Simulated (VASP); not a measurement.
MnO: relaxation of shape and atoms at fixed volume with PBE+D3(BJ)+U

The system is MnO.

```xyz
4
Lattice="3.4973 0.0000 0.0000 -1.7486 3.0287 0.0000 0.0000 0.0000 5.4989" Properties=species:S:1:pos:R:3 pbc="T T T"
Mn    0.0000    2.0192   -0.0013
Mn    1.7486    1.0096    2.7482
O     0.0000    2.0192    2.1262
O     1.7486    1.0096    4.8757
```

```json
{
  "Program": "VASP 6.6.1",
  "Task": "relaxation of shape and atoms at fixed volume",
  "Functional": "PBE",
  "Dispersion": "D3(BJ)",
  "Potentials or basis": "VASP PAW PBE potentials, release 64 (Mn_pv, O)",
  "Cutoff": "600 eV",
  "k mesh": "8 × 8 × 4",
  "Occupations": "gaussian, width 0.05 eV",
  "Spin": "collinear spin, ferromagnetic start",
  "Starting moments": "[4.56, 4.56, 0.12, 0.12] μB",
  "Hubbard terms": "Mn d U = 3.9 eV",
  "Dipole correction": "no",
  "Further INCAR settings": "ALGO = Normal; EDIFF = 1e-06; IBRION = 2; EDIFFG = -0.01; NSW = 60; ISIF = 4"
}
```

```
Pressure after relaxing                               : -4.5 GPa
Largest force after relaxing                          : 0.003 eV/Å
Band gap on the k mesh                                : zero (filled and empty bands touch)
Net moment                                            : 10.00 μB per cell
Site moments                                          : Mn +4.61; O +0.09 μB
Valence electrons inside the program's atomic spheres : Mn 11.33; O 4.99
Dispersion energy per atom                            : -0.232 eV
```

Forces in eV/Å, atoms in the order of the input:
```
Mn   0.000  0.000 -0.003
Mn   0.000  0.000 -0.003
O    0.000  0.000  0.003
O    0.000  0.000  0.003
```

Stress tensor (GPa, compression positive):
```
-4.49  0.00  0.00
 0.00 -4.49  0.00
 0.00  0.00 -4.59
```

Final structure:
```xyz
4
Lattice="3.4973 0.0000 0.0000 -1.7486 3.0287 0.0000 0.0000 0.0000 5.4989" Properties=species:S:1:pos:R:3 pbc="T T T"
Mn    0.0000    2.0192    5.4976
Mn    1.7486    1.0096    2.7482
O     0.0000    2.0192    2.1262
O     1.7486    1.0096    4.8757
```

Levels at points of the mesh, in eV from the Fermi level:
Spin up:
| k point | band 22 | band 23 | band 24 | band 25 | band 26 | band 27 |
| --- | --- | --- | --- | --- | --- | --- |
| (0.00, 0.00, 0.00) | -0.50 | -0.26 | 0.00 | 0.00 | 4.34 | 6.19 |
| (0.50, 0.00, 0.00) | -2.15 | -1.03 | -0.92 | 4.57 | 5.04 | 6.44 |
| (0.00, 0.00, 0.50) | -0.37 | -0.37 | -0.37 | 2.02 | 2.02 | 8.92 |
| (0.50, 0.00, 0.50) | -1.45 | -1.21 | -1.21 | 4.50 | 4.50 | 6.75 |
Spin down:
```
           k point  band 11  band 12  band 13  band 14  band 15  band 16  band 17  band 18
(0.00, 0.00, 0.00)    -3.26    -3.26    -3.26    -3.01     0.71     3.73     3.73     3.87
(0.50, 0.00, 0.00)    -3.73    -3.30    -3.18    -3.12     2.56     3.16     3.39     4.05
(0.00, 0.00, 0.50)    -3.27    -3.27    -3.27    -3.27     2.75     2.75     4.22     4.22
(0.50, 0.00, 0.50)    -3.22    -3.22    -3.22    -3.22     3.09     3.09     4.05     4.05
```

Eigenvalues of the final occupation matrices:
```csv
site,spin,trace,eigenvalues
site 1 d,1,4.74,0.94 0.94 0.95 0.95 0.95
site 1 d,2,0.20,0.02 0.02 0.05 0.05 0.06
site 2 d,1,4.74,0.94 0.94 0.95 0.95 0.95
site 2 d,2,0.20,0.02 0.02 0.05 0.05 0.06
```

It took 80 s on 1 thread of AMD EPYC 9R45 96-Core Processor (Zen 5), on a shared host, peak memory 0.24 GiB.

Caveat: the relaxation stopped at its first step, so nothing moved; the run started ferromagnetic, and an antiferromagnetic order may lie lower in energy. The state reached can hang on the start; a lower one may exist.
